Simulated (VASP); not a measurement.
# KZnF3 (Cmmm) in VASP: notebook

KZnF3 is run at these levels: PBE; tasks: single point.

Program: VASP 6.6.1. These are calculated values, not measurements. Logs are shortened: lines on timing, memory, paths and dates and some standing lists are left out, and cuts for length are marked.

### Step 1. The cell of the first run

It takes space group Cmmm (No. 65, orthorhombic). Conventional cell: a = 5.670 Å, b = 5.785 Å, c = 4.050 Å, α = 90.00°, β = 90.00°, γ = 90.00°. K (site symmetry mmm) has 12 F at 2.84 to 2.89 Å and 8 Zn at 3.48 to 3.53 Å within 3.7 Å. Within 2.7 Å of Zn (site symmetry mmm) lie 6 F at 2.02 to 2.03 Å. F (site symmetry 2/m) has 2 Zn at 2.03 Å within 2.7 Å. F (site symmetry mmm) has 2 Zn at 2.02 Å within 2.7 Å.

### Step 2. Single point, PBE (strain -0.0200 x Voigt [0, 0, 0, 1, 0, 0])

The input, INCAR:

```
  PREC = Accurate
  ENCUT = 520
  EDIFF = 1E-6
  ISMEAR = 0
  SIGMA = 0.05
  LREAL = F
  LASPH = T
  NELM = 60
  ALGO = Normal
  ISIF = 2
  LWAVE = F
  LCHARG = F
  GGA = PE
  NBANDS = 29
```

The input, KPOINTS:

```
Automatic mesh
0
Gamma
  6 6 6
```

The input, POSCAR:

```
KZnF3
1.0
    4.0500000000      0.0000000000      0.0000000000
    0.0000000000      4.0500000000     -0.0405000000
    0.0000000000     -0.0405000000      4.0500000000
K Zn F
1 1 3
Direct
    0.0000000000      0.0000000000      0.0000000000
    0.5000000000      0.5000000000      0.5000000000
    0.5000000000      0.5000000000      0.0000000000
    0.0000000000      0.5000000000      0.5000000000
    0.5000000000      0.0000000000      0.5000000000
```

Potentials or basis: VASP PAW PBE potentials, release 64 (K_sv, Zn, F).

On the command line:

```console
> cat potpaw_PBE.64/K_sv/POTCAR potpaw_PBE.64/Zn/POTCAR potpaw_PBE.64/F/POTCAR > POTCAR
> mpirun -np 1 vasp_std > vasp.out
```

OUTCAR:

```text
PREC = Accurate
   ENCUT = 520
   EDIFF = 1E-6
   ISMEAR = 0
   LREAL = F
   LASPH = T
   NELM = 60
   ISIF = 2
   GGA = PE

 ion  position               nearest neighbor table
   1  0.000  0.000  0.000-   4 2.84   4 2.84
   2  0.500  0.500  0.500-   4 2.02   4 2.02   5 2.03   3 2.03   5 2.03   3 2.03
   3  0.500  0.500  0.000-   2 2.03   2 2.03
   4  0.000  0.500  0.500-   2 2.02   2 2.02   1 2.84   1 2.84
   5  0.500  0.000  0.500-   2 2.03   2 2.03

  LATTYP: Found a base centered orthorhombic cell.
 ALAT       =     5.6702892783
 B/A-ratio  =     1.0202020202
 C/A-ratio  =     0.7142492739

  Lattice vectors:

 A1 = (   0.0000000000,   4.0500000000,  -0.0405000000)
 A2 = (   0.0000000000,  -0.0405000000,   4.0500000000)
 A3 = (   4.0500000000,   0.0000000000,   0.0000000000)

Analysis of symmetry for initial positions (statically):
=====================================================================
 Subroutine PRICEL returns:
 Original cell was already a primitive cell.

 Routine SETGRP: Setting up the symmetry group for a
 base centered orthorhombic supercell.

 Subroutine GETGRP returns: Found  8 space group operations
 (whereof  8 operations were pure point group operations)
 out of a pool of  8 trial point group operations.

The static configuration has the point symmetry D_2h.

Analysis of symmetry for dynamics (positions and initial velocities):
=====================================================================
 Subroutine PRICEL returns:
 Original cell was already a primitive cell.

 Routine SETGRP: Setting up the symmetry group for a
 base centered orthorhombic supercell.

 Subroutine GETGRP returns: Found  8 space group operations
 (whereof  8 operations were pure point group operations)
 out of a pool of  8 trial point group operations.

The dynamic configuration has the point symmetry D_2h.

 Subroutine INISYM returns: Found  8 space group operations
 (whereof  8 operations are pure point group operations),
 and found     1 'primitive' translations

----------------------------------------------------------------------------------------

                                     Primitive cell

  volume of cell :      66.4235

  direct lattice vectors                    reciprocal lattice vectors
     4.050000000  0.000000000  0.000000000     0.246913580  0.000000000  0.000000000
     0.000000000  4.050000000 -0.040500000     0.000000000  0.246938274  0.002469383
     0.000000000 -0.040500000  4.050000000     0.000000000  0.002469383  0.246938274

  length of vectors
     4.050000000  4.050202495  4.050202495     0.246913580  0.246950621  0.246950621

  position of ions in fractional coordinates (direct lattice)
     0.000000000  0.000000000  0.000000000
     0.500000000  0.500000000  0.500000000
     0.500000000  0.500000000  0.000000000
     0.000000000  0.500000000  0.500000000
     0.500000000  0.000000000  0.500000000

  ion indices of the primitive-cell ions
   primitive index   ion index
                 1           1
                 2           2
                 3           3
                 4           4
                 5           5

----------------------------------------------------------------------------------------

 KPOINTS: Automatic mesh

Automatic generation of k-mesh.
 Grid dimensions read from file:
 generate k-points for:    6    6    6

 Generating k-lattice:

  Cartesian coordinates                     Fractional coordinates (reciprocal lattice)
     0.041152263  0.000000000  0.000000000     0.166666667  0.000000000  0.000000000
     0.000000000  0.041156379  0.000411564     0.000000000  0.166666667 -0.000000000
     0.000000000  0.000411564  0.041156379     0.000000000 -0.000000000  0.166666667

  Length of vectors
     0.041152263  0.041158437  0.041158437

  Shift w.r.t. Gamma in fractional coordinates (k-lattice)
     0.000000000  0.000000000  0.000000000

 Subroutine IBZKPT returns following result:
 ===========================================

 Found     52 irreducible k-points:

 Following reciprocal coordinates:
            Coordinates               Weight
  0.000000  0.000000  0.000000      1.000000
  0.166667  0.000000  0.000000      2.000000
  0.333333  0.000000  0.000000      2.000000
  0.500000  0.000000  0.000000      1.000000
  0.000000  0.166667  0.000000      4.000000
  0.166667  0.166667  0.000000      8.000000
[... 16 lines left out ...]
  0.333333  0.333333  0.166667      8.000000
  0.500000  0.333333  0.166667      4.000000
 [... further k-points ...]
   k-points           NKPTS =     52   k-points in BZ     NKDIM =     52   number of bands    NBANDS=     29
   number of dos      NEDOS =    301   number of ions     NIONS =      5
   total plane-waves  NPLWV =  27000
   dimension x,y,z NGX =    30 NGY =   30 NGZ =   30
   dimension x,y,z NGXF=    60 NGYF=   60 NGZF=   60
   ions per type =               1   1   3
   NGX,Y,Z   is equivalent  to a cutoff of  12.31, 12.31, 12.31 a.u.
   NGXF,Y,Z  is equivalent  to a cutoff of  24.63, 24.63, 24.63 a.u.
 SYSTEM =  unknown system
   PREC   = accura    normal or accurate (medium, high low for compatibility)
   ISTART =      0    job   : 0-new  1-cont  2-samecut
   ICHARG =      2    charge: 1-file 2-atom 10-const
   ISPIN  =      1    spin polarized calculation?
   LNONCOLLINEAR =      F non collinear calculations
   LSORBIT =      F    spin-orbit coupling
   LASPH  =      T    aspherical Exc in radial PAW
   ENCUT  =  520.0 eV  38.22 Ry    6.18 a.u.   7.53  7.53  7.53*2*pi/ulx,y,z
   NELM   =     60;   NELMIN=  2; NELMDL= -5     # of ELM steps
   EDIFF  = 0.1E-05   stopping-criterion for ELM
   LREAL  =      F    real-space projection
   EDIFFG = 0.1E-04   stopping-criterion for IOM
   NSW    =      0    number of steps for IOM
   IBRION =     -1    ionic relax: 0-MD 1-quasi-New 2-CG
   NFREE  =      0    steps in history (QN), initial steepest desc. (CG)
   ISIF   =      2    stress and relaxation
   ISYM   =      2    0-nonsym 1-usesym 2-fastsym
   POTIM  = 0.5000    time-step for ionic-motion
   TEBEG  =    0.0;   TEEND  =   0.0 temperature during run
   PSTRESS=    0.0 pullay stress
   NELECT =      42.0000    total number of electrons
   NUPDOWN=      -1.0000    fix difference up-down
   EMIN   =  10.00;   EMAX   =-10.00  energy-range for DOS
   EFERMI =   0.00;   METHOD = LEGACY
   ISMEAR =     0;   SIGMA  =   0.05  broadening in eV -4-tet -1-fermi 0-gaus
   EFERMI_NEDOS =   21; number of points for ismear=-14 and -15
   IALGO  =     38    algorithm
   IMIX   =      4    mixing-type and parameters
     AMIX     =   0.40;   BMIX     =  1.00
     AMIX_MAG =   1.60;   BMIX_MAG =  1.00
  volume/ion in A,a.u.               =      13.28        89.65
  Fermi-wavevector in a.u.,A,eV,Ry     =   1.405133  2.655316 26.863319  1.974398
  Thomas-Fermi vector in A             =   2.527625
   LORBIT       =      0    0 simple, 1 ext, 2 COOP (PROOUT), +10 PAW based schemes
   GGA     = PE    functional components
   LHFCALC =     F    Hartree Fock is set to
   AEXX    =    0.0000 exact exchange contribution
   IVDW    =     0    specifies the selected vdW correction
   LEPSILON=     F    determine dielectric tensor
   LRPA    =     F    only Hartree local field effects (RPA)
 non-spin polarized calculation
 Gauss-broadening in eV      SIGMA  =   0.05
  energy-cutoff  :      520.00
  volume of cell :       66.42
 maximum number of plane-waves:      1805
   NGX = 15   NGY = 15   NGZ = 15

 number of electron      41.9999979 magnetization

 Free energy of the ion-electron system (eV)
  ---------------------------------------------------
  ext. energy  EPLUGINS =         0.00000000
  ---------------------------------------------------
  free energy    TOTEN  =       -20.26165170 eV

  energy without entropy =      -20.26165170  energy(sigma->0) =      -20.26165170

 E-fermi :  -0.4654     XC(G=0):  -9.8795

 val. band max:       -0.7563773441   @ k =   0.5000   0.5000   0.5000
 cond. band min:       3.0356348070   @ k =   0.0000   0.0000   0.0000
 fundamental gap:      3.7920121510
 Fermi energy:        -0.4654490847

 k-point     1 :       0.0000    0.0000    0.0000
  band No.  band energies     occupation
      1     -27.8524      2.00000
      2     -22.3682      2.00000
      3     -21.7425      2.00000
      4     -21.7399      2.00000
      5     -11.3468      2.00000
      6     -11.3388      2.00000
[... 21 lines left out ...]
     28      10.3050      0.00000
     29      13.3026      0.00000

 k-point     2 :       0.1667    0.0000    0.0000
  band No.  band energies     occupation
      1     -27.8469      2.00000
      2     -22.3354      2.00000
      3     -21.7724      2.00000
      4     -21.7382      2.00000
      5     -11.3383      2.00000
      6     -11.3356      2.00000
[... 21 lines left out ...]
     28      10.3539      0.00000
     29      13.1723      0.00000

 k-point     3 :       0.3333    0.0000    0.0000
  band No.  band energies     occupation
      1     -27.8358      2.00000
      2     -22.2587      2.00000
      3     -21.8433      2.00000
      4     -21.7344      2.00000
      5     -11.3371      2.00000
      6     -11.3131      2.00000
[... 21 lines left out ...]
     28      10.5065      0.00000
     29      12.7241      0.00000

 k-point     4 :       0.5000    0.0000    0.0000
  band No.  band energies     occupation
      1     -27.8303      2.00000
      2     -22.2089      2.00000
      3     -21.8904      2.00000
      4     -21.7328      2.00000
      5     -11.3365      2.00000
      6     -11.3017      2.00000
[... 21 lines left out ...]
     28      11.5295      0.00000
     29      11.8024      0.00000

 k-point     5 :       0.0000    0.1667    0.0000
  band No.  band energies     occupation
      1     -27.8469      2.00000
      2     -22.3356      2.00000
      3     -21.7703      2.00000
      4     -21.7402      2.00000
      5     -11.3407      2.00000
      6     -11.3276      2.00000
[... 21 lines left out ...]
     28      10.3605      0.00000
     29      13.1605      0.00000
[... 510 lines left out ...]
     28      10.5394      0.00000
     29      12.3350      0.00000

 k-point    22 :       0.1667    0.3333    0.1667
  band No.  band energies     occupation
      1     -27.8272      2.00000
      2     -22.1849      2.00000
      3     -21.8494      2.00000
      4     -21.7759      2.00000
      5     -11.3678      2.00000
      6     -11.3452      2.00000
[... 21 lines left out ...]
     28      10.5801      0.00000
     29      12.3866      0.00000

 k-point    23 :       0.3333    0.3333    0.1667
  band No.  band energies     occupation
      1     -27.8192      2.00000
      2     -22.0978      2.00000
      3     -21.8608      2.00000
      4     -21.8206      2.00000
      5     -11.4009      2.00000
      6     -11.3763      2.00000
[... 21 lines left out ...]
     28      10.7914      0.00000
     29      12.1844      0.00000

 k-point    24 :       0.5000    0.3333    0.1667
  band No.  band energies     occupation
      1     -27.8151      2.00000
      2     -22.0301      2.00000
      3     -21.9004      2.00000
      4     -21.8330      2.00000
      5     -11.4102      2.00000
      6     -11.3968      2.00000
[... 21 lines left out ...]
     28      11.0890      0.00000
     29      11.8558      0.00000

 [... further k-points ...]

------------------------ aborting loop because EDIFF is reached ----------------------------------------

  FORCE on cell =-STRESS in cart. coord.  units (eV):
  Direction    XX          YY          ZZ          XY          YZ          ZX
  --------------------------------------------------------------------------------------
  -------------------------------------------------------------------------------------
  Total        2.0607839      2.0653545      2.0653545      0.0000000      0.2804383      0.0000000
  in kB       49.7074404     49.8176870     49.8176870      0.0000000      6.7643534      0.0000000
  external PRESSURE =      49.7809382 kB  Pullay stress =       0.0000000 kB

 VOLUME and BASIS-vectors are now :
 -----------------------------------------------------------------------------
  energy-cutoff  :      520.00
  volume of cell :       66.42
      direct lattice vectors                 reciprocal lattice vectors
     4.050000000  0.000000000  0.000000000     0.246913580  0.000000000  0.000000000
     0.000000000  4.050000000 -0.040500000     0.000000000  0.246938274  0.002469383
     0.000000000 -0.040500000  4.050000000     0.000000000  0.002469383  0.246938274

 POSITION                                       TOTAL-FORCE (eV/Angst)
 -----------------------------------------------------------------------------------
      0.00000      0.00000      0.00000         0.000000     -0.000000      0.000000
      2.02500      2.00475      2.00475         0.000000      0.000000      0.000000
      2.02500      2.02500     -0.02025         0.000000      0.000000      0.000000
      0.00000      2.00475      2.00475         0.000000     -0.000000      0.000000
      2.02500     -0.02025      2.02500         0.000000     -0.000000      0.000000
 -----------------------------------------------------------------------------------
    total drift:                                0.000000      0.000000     -0.000000

  FREE ENERGIE OF THE ION-ELECTRON SYSTEM (eV)
  ---------------------------------------------------
  free  energy   TOTEN  =       -20.2616516988 eV

  energy  without entropy=      -20.2616516988  energy(sigma->0) =      -20.26165170
```

Wall time 40 s (1 thread of Intel Xeon 6975P-C (Granite Rapids), shared host); peak memory 0.23 GiB.

Results:

* Free energy: -20.2617 eV
* Pressure: 5.0 GPa
* Band gap on the k mesh: 3.79 eV (least direct gap 5.61 eV)

Caveat: the cell differs from its parent crystal (strain -0.0200 x Voigt [0, 0, 0, 1, 0, 0]); the cell stands under pressure. A k mesh can miss the band edges.

(Part 1 of 2 ends here.)
